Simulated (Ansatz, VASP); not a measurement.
This is a calculation of GaP for VASP 6.6.1.

The input INCAR:

```
SYSTEM = GaP
PREC = Accurate
ENCUT = 520
EDIFF = 1E-7
ISMEAR = -1
SIGMA = 0.05
LREAL = .False.
LASPH = .True.
NELM = 80
ALGO = Normal
ISIF = 2
LWAVE = .False.
LCHARG = .False.
NBANDS = 26
```

Contents of KPOINTS:

```
regular mesh
0
Gamma
  8 8 8
  0 0 0
```

Contents of POSCAR:

```
GaP
1.0
    1.9811231871      1.1438020054      6.5569364368
   -1.9811231871      1.1438020054      6.5569364368
    0.0000000000     -2.2876040107      6.5569364368
Ga P
2 2
Direct
    0.5646280000      0.5646280000      0.5646280000
    0.4353720000      0.4353720000      0.4353720000
    0.9426110000      0.9426110000      0.9426110000
    0.0573890000      0.0573890000      0.0573890000
```

Potentials or basis: VASP PAW LDA potentials, release 64 (Ga_d, P).

The run is started by

```sh
$ cat potpaw_LDA.64/Ga_d/POTCAR potpaw_LDA.64/P/POTCAR > POTCAR
$ mpirun -np 1 vasp_std > vasp.out
```

Question: Set up the same calculation for Ansatz 0.2.0. Potentials there: all-electron LAPW, scalar-relativistic.

Answer: As run (the cutoff follows the program's own potentials):

The input input.yaml:

```yaml
crystal:
  lattice:
    - [1.9811231871, 1.1438020054, 6.5569364368]
    - [-1.9811231871, 1.1438020054, 6.5569364368]
    - [0.0, -2.2876040107, 6.5569364368]
  atoms:
    - { symbol: Ga, position: [0.564628, 0.564628, 0.564628] }
    - { symbol: Ga, position: [0.435372, 0.435372, 0.435372] }
    - { symbol: P, position: [0.942611, 0.942611, 0.942611] }
    - { symbol: P, position: [0.057389, 0.057389, 0.057389] }
kpoints:
  mp_grid: { grid: [8, 8, 8] }
scf:
  occupations: { method: fermi_dirac, width: 0.05 }
hamiltonian:
  xc: lda
  pseudopotentials: { kind: all_electron, lapw: { basis_error: 0.002 } }
output:
  forces: true
  stress: true
  eigenvalues: true
```

Potentials or basis: all-electron LAPW, scalar-relativistic.

Run with:

```sh
$ ansatz run input.yaml --threads 2 --pin off --max-ram 6144MiB --backend cpu --events-out ev --progress --plain --runs-dir out
```

Both were run:

|  | VASP | Ansatz | Ansatz less VASP |
| --- | --- | --- | --- |
| gap on the k mesh at the Fermi level (eV) | 0.67 | 0.66 | -0.012 |
| least direct gap on the mesh (eV) | 0.80 | 0.79 | -0.014 |
| pressure (GPa) | -7.8 | -7.9 | -0.01 |
| traceless stress, the component that is largest in VASP (GPa) | -0.34 | -0.31 | +0.032 |
| rms of the force components (eV/Å) | 0.021 | 0.011 | -0.0100 |

LDA's correlation is that of Perdew and Zunger in VASP and of Perdew and Wang (1992) in Ansatz. Atom by atom the forces differ by 0.012 eV/Å (rms over components). Ansatz ran all-electron here, and VASP with PAW potentials.
